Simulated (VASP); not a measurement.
## Ti: single point with r2SCAN

Ti:

```xyz
3
Lattice="4.6000 0.0000 0.0000 -2.3000 3.9837 0.0000 0.0000 0.0000 2.8200" Properties=species:S:1:pos:R:3 pbc="T T T"
Ti    0.0000    0.0000    0.0000
Ti    0.0000    2.6558    1.4100
Ti    2.3000    1.3279    1.4100
```

- Program: VASP 6.6.1
- Task: single point
- Functional: r2SCAN
- Potentials or basis: VASP PAW PBE potentials, release 64 (Ti_sv)
- Cutoff: 520 eV
- k mesh: 3 × 3 × 4
- Occupations: methfessel-paxton, width 0.1 eV
- Spin: no spin polarisation
- Dipole correction: no
- Further INCAR settings: ALGO = Normal; EDIFF = 1e-07; NBANDS = 25

```json
{"Pressure": "-1.9 GPa", "Band gap on the k mesh": "zero (band 18 reaches 8.51 eV, above the bottom of band 19 at 8.34 eV)"}
```

Stress tensor (GPa, compression positive):
```
-3.71  0.00  0.00
 0.00 -3.71  0.00
 0.00  0.00  1.70
```

Levels at points of the mesh, in eV from the Fermi level:
```
           k point  band 14  band 15  band 16  band 17  band 18  band 19  band 20  band 21  band 22  band 23
(0.00, 0.00, 0.00)    -1.99    -0.81    -0.81    -0.77    -0.77    -0.05     0.79     1.43     1.43     2.00
(0.00, 0.00, 0.50)    -2.16    -2.16    -1.95    -1.76    -1.76     1.09     1.09     1.37     1.37     3.19
```

Run time: 51 s on 1 thread of AMD EPYC 9R45 96-Core Processor (Zen 5), with other jobs on the host, peak memory 0.14 GiB.

Caveat: the k points lie up to 0.56 Å⁻¹ apart; the PAW data sets were made with another functional, which shifts forces and pressure a little.
